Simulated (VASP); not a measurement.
# AlN (P6_3mc) in VASP: settings compared

Aim: see how the results for AlN move with the level of theory and the settings. Levels: LDA, PBEsol, RPBE. Tasks: single point.

Everything below comes from runs of VASP 6.6.1. Logs are shortened: lines on timing, memory, paths and dates and some standing lists are left out, and cuts for length are marked.

**What was measured.**

From “Structural and optical properties of self-assembled AlN nanowires grown on SiO2/Si substrates by molecular beam epitaxy”, 2024, arxiv:2402.00216, for a bulk crystal of AlN at 0 K: band gap 6.0343 eV (an exciton energy, a little under the gap).

How close the calculation comes is told below.

### Step 1. The cell of the first run

The structure is hexagonal, space group P6_3mc (No. 186). Conventional cell: a = 3.113 Å, b = 3.113 Å, c = 4.981 Å, α = 90.00°, β = 90.00°, γ = 120.00°. Within 2.5 Å of Al (site symmetry 3m) lie 4 N at 1.89 Å. N (site symmetry 3m) has 4 Al at 1.89 Å within 2.5 Å.

### Step 2. Single point, LDA

INCAR reads:

```
PREC = Accurate
ENCUT = 520
EDIFF = 1E-6
ISMEAR = 0
SIGMA = 0.01
LREAL = False
LASPH = True
NELM = 100
ALGO = Normal
ISIF = 2
LWAVE = False
LCHARG = False
GGA = CA
NBANDS = 16
```

KPOINTS reads:

```
Automatic mesh
0
Gamma
  12 12 4
```

POSCAR reads:

```
AlN
1.0
    3.1130000000      0.0000000000      0.0000000000
   -1.5565000000      2.6959370000      0.0000000000
    0.0000000000      0.0000000000      4.9810000000
Al N
2 2
Direct
    0.3333333333      0.6666666667      0.0000000000
    0.6666666667      0.3333333333      0.5000000000
    0.3333333333      0.6666666667      0.3800000000
    0.6666666667      0.3333333333      0.8800000000
```

Potentials or basis: VASP PAW LDA potentials, release 64 (Al, N).

Run with:

```console
$ cat potpaw_LDA.64/Al/POTCAR potpaw_LDA.64/N/POTCAR > POTCAR
$ mpirun -np 1 vasp_std > vasp.out
```

OUTCAR:

```text
PREC = Accurate
   ENCUT = 520
   EDIFF = 1E-6
   ISMEAR = 0
   LREAL = False
   LASPH = True
   NELM = 100
   ISIF = 2
   GGA = CA

 ion  position               nearest neighbor table
   1  0.333  0.667  0.000-   3 1.89   4 1.89   4 1.89   4 1.89   2 3.07   2 3.07   2 3.07   2 3.07
                             2 3.07   2 3.07
   2  0.667  0.333  0.500-   4 1.89   3 1.89   3 1.89   3 1.89   1 3.07   1 3.07   1 3.07   1 3.07
                             1 3.07   1 3.07
   3  0.333  0.667  0.380-   1 1.89   2 1.89   2 1.89   2 1.89
   4  0.667  0.333  0.880-   2 1.89   1 1.89   1 1.89   1 1.89

  LATTYP: Found a hexagonal cell.
 ALAT       =     3.1130000000
 C/A-ratio  =     1.6000642467

  Lattice vectors:

 A1 = (   3.1130000000,   0.0000000000,   0.0000000000)
 A2 = (  -1.5565000000,   2.6959370000,   0.0000000000)
 A3 = (   0.0000000000,   0.0000000000,   4.9810000000)

Analysis of symmetry for initial positions (statically):
=====================================================================
 Subroutine PRICEL returns:
 Original cell was already a primitive cell.

 Routine SETGRP: Setting up the symmetry group for a
 hexagonal supercell.

 Subroutine GETGRP returns: Found 12 space group operations
 (whereof  6 operations were pure point group operations)
 out of a pool of 24 trial point group operations.

The static configuration has the point symmetry C_3v.
 The point group associated with its full space group is C_6v.

Analysis of symmetry for dynamics (positions and initial velocities):
=====================================================================
 Subroutine PRICEL returns:
 Original cell was already a primitive cell.

 Routine SETGRP: Setting up the symmetry group for a
 hexagonal supercell.

 Subroutine GETGRP returns: Found 12 space group operations
 (whereof  6 operations were pure point group operations)
 out of a pool of 24 trial point group operations.

The dynamic configuration has the point symmetry C_3v.
 The point group associated with its full space group is C_6v.

 Subroutine INISYM returns: Found 12 space group operations
 (whereof  6 operations are pure point group operations),
 and found     1 'primitive' translations

----------------------------------------------------------------------------------------

                                     Primitive cell
[... 95 lines left out ...]
   EDIFF  = 0.1E-05   stopping-criterion for ELM
   LREAL  =      F    real-space projection
   EDIFFG = 0.1E-04   stopping-criterion for IOM
   NSW    =      0    number of steps for IOM
   IBRION =     -1    ionic relax: 0-MD 1-quasi-New 2-CG
   NFREE  =      0    steps in history (QN), initial steepest desc. (CG)
   ISIF   =      2    stress and relaxation
   ISYM   =      2    0-nonsym 1-usesym 2-fastsym
   POTIM  = 0.5000    time-step for ionic-motion
   TEBEG  =    0.0;   TEEND  =   0.0 temperature during run
   PSTRESS=    0.0 pullay stress
   NELECT =      16.0000    total number of electrons
   NUPDOWN=      -1.0000    fix difference up-down
   EMIN   =  10.00;   EMAX   =-10.00  energy-range for DOS
   EFERMI =   0.00;   METHOD = LEGACY
   ISMEAR =     0;   SIGMA  =   0.01  broadening in eV -4-tet -1-fermi 0-gaus
   EFERMI_NEDOS =   21; number of points for ismear=-14 and -15
   IALGO  =     38    algorithm
   IMIX   =      4    mixing-type and parameters
     AMIX     =   0.40;   BMIX     =  1.00
     AMIX_MAG =   1.60;   BMIX_MAG =  1.00
  volume/ion in A,a.u.               =      10.45        70.52
  Fermi-wavevector in a.u.,A,eV,Ry     =   1.188629  2.246183 19.222843  1.412839
  Thomas-Fermi vector in A             =   2.324754
   LORBIT       =      0    0 simple, 1 ext, 2 COOP (PROOUT), +10 PAW based schemes
   GGA     = CA    functional components
   LHFCALC =     F    Hartree Fock is set to
   AEXX    =    0.0000 exact exchange contribution
   IVDW    =     0    specifies the selected vdW correction
   LEPSILON=     F    determine dielectric tensor
   LRPA    =     F    only Hartree local field effects (RPA)
 non-spin polarized calculation
 Gauss-broadening in eV      SIGMA  =   0.01
  energy-cutoff  :      520.00
  volume of cell :       41.80
 maximum number of plane-waves:      1152
 NGX is ok and might be reduce to    24
   NGX = 11   NGY = 11   NGZ = 19

 number of electron      16.0000000 magnetization

 Free energy of the ion-electron system (eV)
  ---------------------------------------------------
  ext. energy  EPLUGINS =         0.00000000
  ---------------------------------------------------
  free energy    TOTEN  =       -32.82978014 eV

  energy without entropy =      -32.82978014  energy(sigma->0) =      -32.82978014

 E-fermi :   5.9776     XC(G=0): -11.2418

 val. band max:        5.8575500677   @ k =   0.0000   0.0000   0.0000
 cond. band min:      10.1031237430   @ k =   0.0000   0.0000   0.0000
 fundamental gap:      4.2455736753
 Fermi energy:         5.9776157944

 k-point     1 :       0.0000    0.0000    0.0000
  band No.  band energies     occupation
      1      -9.1423      2.00000
      2      -6.9199      2.00000
      3      -0.1699      2.00000
      4       5.0220      2.00000
      5       5.0220      2.00000
      6       5.6788      2.00000
[... 433 lines left out ...]
      3       0.8455      2.00000
      4       1.8180      2.00000
      5       2.8496      2.00000
      6       4.1898      2.00000
[... 8 lines left out ...]
     15      18.0727      0.00000
     16      19.8010      0.00000

 [... further k-points ...]

------------------------ aborting loop because EDIFF is reached ----------------------------------------

  FORCE on cell =-STRESS in cart. coord.  units (eV):
  Direction    XX          YY          ZZ          XY          YZ          ZX
  --------------------------------------------------------------------------------------
  -------------------------------------------------------------------------------------
  Total       -1.2228989     -1.2228988     -0.7773500      0.0000000     -0.0000000     -0.0000000
  in kB      -46.8700832    -46.8700804    -29.7935186      0.0000000     -0.0000000     -0.0000000
  external PRESSURE =     -41.1778941 kB  Pullay stress =       0.0000000 kB

 VOLUME and BASIS-vectors are now :
 -----------------------------------------------------------------------------
  energy-cutoff  :      520.00
  volume of cell :       41.80
      direct lattice vectors                 reciprocal lattice vectors
     3.113000000  0.000000000  0.000000000     0.321233537  0.185464275  0.000000000
    -1.556500000  2.695937000  0.000000000     0.000000000  0.370928549  0.000000000
     0.000000000  0.000000000  4.981000000     0.000000000  0.000000000  0.200762899

 POSITION                                       TOTAL-FORCE (eV/Angst)
 -----------------------------------------------------------------------------------
     -0.00000      1.79729      0.00000         0.000000      0.000000     -0.119261
      1.55650      0.89865      2.49050        -0.000000      0.000000     -0.119261
     -0.00000      1.79729      1.89278         0.000000      0.000000      0.119261
      1.55650      0.89865      4.38328        -0.000000     -0.000000      0.119261
 -----------------------------------------------------------------------------------
    total drift:                               -0.000000      0.000000      0.000421

  FREE ENERGIE OF THE ION-ELECTRON SYSTEM (eV)
  ---------------------------------------------------
  free  energy   TOTEN  =       -32.8297801411 eV

  energy  without entropy=      -32.8297801411  energy(sigma->0) =      -32.82978014
```

Wall time 30 s (1 thread of Intel Xeon 8259CL, shared host); peak memory 0.15 GiB.

What came out:

- Free energy: -32.8298 eV
- Pressure: -4.1 GPa
- Largest force: 0.119 eV/Å
- Band gap on the k mesh: 4.25 eV

Forces in eV/Å, atoms in the order of the input:
```
Al   0.000  0.000 -0.119
Al   0.000  0.000 -0.119
N    0.000  0.000  0.119
N    0.000  0.000  0.119
```

Caveat: the cell stands under tension.

### Step 3. Single point, PBEsol

INCAR reads:

```
SYSTEM = AlN
PREC = Accurate
ENCUT = 520
EDIFF = 1E-7
ISMEAR = 0
SIGMA = 0.01
LREAL = .False.
LASPH = .True.
NELM = 100
ALGO = Normal
ISIF = 2
LWAVE = .False.
LCHARG = .False.
GGA = PS
NBANDS = 16
```

KPOINTS reads:

```
Automatic mesh
0
Gamma
  12 12 4
  0 0 0
```

POSCAR is that of step 2.

Potentials or basis: VASP PAW PBE potentials, release 64 (Al, N).

Run with:

```console
$ cat potpaw_PBE.64/Al/POTCAR potpaw_PBE.64/N/POTCAR > POTCAR
$ mpirun -np 1 vasp_std > vasp.out
```

It took 47 s on 1 thread of Intel Xeon 8259CL, shared host; peak memory 0.17 GiB.

Results (log left out):

```
Free energy            : -31.3111 eV
Pressure               : 0.2 GPa
Largest force          : 0.132 eV/Å
Band gap on the k mesh : 4.15 eV
```

Forces in eV/Å, atoms in the order of the input:
```
Al   0.000  0.000 -0.132
Al   0.000  0.000 -0.132
N    0.000  0.000  0.132
N    0.000  0.000  0.132
```

Stress tensor (GPa, compression positive):
```
-0.27  0.00  0.00
 0.00 -0.27  0.00
 0.00  0.00  1.22
```

Levels at points of the mesh, in eV from the valence-band top:
| k point | band 5 | band 6 | band 7 | band 8 | band 9 | band 10 | band 11 | band 12 |
| --- | --- | --- | --- | --- | --- | --- | --- | --- |
| (0.00, 0.00, 0.00) | -0.84 | -0.18 | -0.18 | 0.00 | 4.15 | 6.58 | 10.51 | 11.06 |
| (0.50, 0.00, 0.00) | -3.36 | -2.08 | -1.80 | -0.66 | 5.69 | 5.69 | 8.11 | 10.20 |
| (0.00, 0.00, 0.50) | -0.52 | -0.52 | -0.52 | -0.52 | 6.39 | 6.39 | 10.23 | 10.23 |
| (0.50, 0.00, 0.50) | -1.45 | -1.45 | -1.36 | -1.36 | 5.20 | 5.20 | 9.17 | 9.17 |

Caveat: the PAW data sets were made with another functional, which shifts forces and pressure a little.

### Step 4. Single point, RPBE

INCAR reads:

```
SYSTEM = AlN
PREC = Accurate ; ENCUT = 520
EDIFF = 1E-6 ; ISMEAR = 0
SIGMA = 0.01 ; LREAL = .False.
LASPH = .True. ; NELM = 80
ALGO = Normal ; ISIF = 2
LWAVE = .False. ; LCHARG = .True.
GGA = RP ; LELF = .True.
LVHAR = .True. ; NBANDS = 16
```

KPOINTS is that of step 3.

POSCAR is that of step 3.

Run with:

```console
$ cat potpaw_PBE.64/Al/POTCAR potpaw_PBE.64/N/POTCAR > POTCAR
$ mpirun -np 1 vasp_std > vasp.out
```

Run time: 38 s. Hardware: 1 thread of Intel Xeon 8259CL, shared host; peak memory 0.17 GiB.

Results (log left out):

```
Free energy            : -28.3216 eV
Pressure               : 6.7 GPa
Largest force          : 0.136 eV/Å
Band gap on the k mesh : 4.27 eV
```

Forces in eV/Å, atoms in the order of the input:
```
Al   0.000  0.000 -0.136
Al   0.000  0.000 -0.136
N    0.000  0.000  0.136
N    0.000  0.000  0.136
```

Stress tensor (GPa, compression positive):
```
6.19 0.00 0.00
0.00 6.19 0.00
0.00 0.00 7.72
```

Levels at points of the mesh, in eV from the valence-band top:
```tsv
k point	band 5	band 6	band 7	band 8	band 9	band 10	band 11	band 12
(0.00, 0.00, 0.00)	-0.83	-0.18	-0.18	0.00	4.27	6.76	10.70	11.25
(0.50, 0.00, 0.00)	-3.31	-2.05	-1.75	-0.66	5.88	5.91	8.29	10.38
(0.00, 0.00, 0.50)	-0.51	-0.51	-0.51	-0.51	6.53	6.53	10.44	10.44
(0.50, 0.00, 0.50)	-1.43	-1.43	-1.34	-1.34	5.40	5.40	9.38	9.38
```

Caveat: the cell stands under pressure; the PAW data sets were made with another functional, which shifts forces and pressure a little. RPBE gaps usually lie below the measured ones, often by a third to a half.

### Step 5. Overview

```tsv
level	potentials or basis	gap on the mesh (eV)	pressure (GPa)	largest force (eV/Å)
LDA	VASP PAW LDA potentials, release 64 (Al, N)	4.25	-4.1	0.12
PBEsol	VASP PAW PBE potentials, release 64 (Al, N)	4.15	0.2	0.13
RPBE	VASP PAW PBE potentials, release 64 (Al, N)	4.27	6.7	0.14
```

Alike in all rows: task single point; no spin polarisation; cell as given; k mesh 12 × 12 × 4; cutoff (eV) 520; smearing gaussian 0.01 eV.

Caveats: the PAW data sets were made with another functional, which shifts forces and pressure a little (at least some runs); the cell stands under tension (at least some runs); the cell stands under pressure (at least some runs).

Absolute energies hang on the potentials; compare differences alone.

### Step 6. Comparison with measurements

Step 3. A measured gap of AlN is 6.0343 eV (an exciton energy, a little under the gap; 0 K; quoted in “Structural and optical properties of self-assembled AlN nanowires grown on SiO2/Si substrates by molecular beam epitaxy”, 2024, arxiv:2402.00216); the calculated 4.15 eV misses it by -1.89 eV. 2 values of this kind are on record (6.034 to 6.0343 eV); this one was drawn at random. The value is that of PBEsol on a finite k mesh, which can miss the band edges, without temperature or zero-point motion. Semilocal functionals fall short of measured gaps as a rule.
